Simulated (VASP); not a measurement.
Input of a VASP 6.6.1 run:

The input INCAR:

```
SYSTEM = CuSi16
PREC = Accurate
ENCUT = 520
EDIFF = 1E-6
ISMEAR = 0
SIGMA = 0.02
LREAL = Auto
LASPH = .True.
NELM = 60
ALGO = Normal
ISIF = 2
LWAVE = .False.
LCHARG = .True.
GGA = PE
LELF = .True.
LVHAR = .True.
NBANDS = 52
NELECT = 74.0
```

Contents of KPOINTS:

```
Automatic mesh
0
Gamma
  2 2 2
  0 0 0
```

Contents of POSCAR:

```
CuSi16
1.0
    0.0000000000      5.4300000000      5.4300000000
    5.4300000000      0.0000000000      5.4300000000
    5.4300000000      5.4300000000      0.0000000000
Si Cu
16 1
Direct
    0.0021461326      0.0022360037     -0.0163306630
    0.1226051565      0.1228248619      0.1172572744
   -0.0002188766     -0.0000404236      0.4903122468
    0.1257098527      0.1258288214      0.6121818600
   -0.0052523020      0.5016324125     -0.0033561694
    0.1296740331      0.6304383057      0.1223756906
   -0.0030090239      0.4980530387      0.4945948435
    0.1149420810      0.6272288214      0.6219050645
    0.5014485267     -0.0050201657     -0.0033636280
    0.6303365562      0.1298446593      0.1223573665
    0.4979204420     -0.0028377532      0.4945661142
    0.6270537753      0.1151204420      0.6219057090
    0.5114115101      0.5115172192      0.0108402394
    0.6268706262      0.6271221915      0.1511667587
    0.4897451197      0.4899279926      0.5212953959
    0.6243096685      0.6244814917      0.6345534991
    0.3699637201      0.3701342541      0.9227255985
```

Potentials or basis: VASP PAW PBE potentials, release 64 (Si, Cu).

Command:

```bash
$ cat potpaw_PBE.64/Si/POTCAR potpaw_PBE.64/Cu/POTCAR > POTCAR
$ mpirun -np 1 vasp_std > vasp.out
```

Question: Predict the largest force.

Answer: 0.018 eV/Å.

Forces in eV/Å, atoms in the order of the input:
```
Si  -0.002 -0.003  0.009
Si   0.002  0.004  0.000
Si   0.003  0.003  0.000
Si  -0.001 -0.003  0.007
Si   0.014 -0.009 -0.007
Si   0.002  0.001 -0.003
Si   0.000  0.002 -0.001
Si  -0.003  0.005  0.003
Si  -0.009  0.013 -0.007
Si  -0.002  0.003 -0.004
Si   0.002  0.000 -0.001
Si   0.006 -0.003  0.004
Si   0.008  0.006  0.004
Si  -0.003 -0.002 -0.003
Si  -0.003 -0.003  0.007
Si  -0.005 -0.004 -0.002
Cu  -0.008 -0.010 -0.007
```

Caveat: the k points lie up to 0.50 Å⁻¹ apart; the cell carries a net charge on a neutralising background, which shifts energy and pressure.
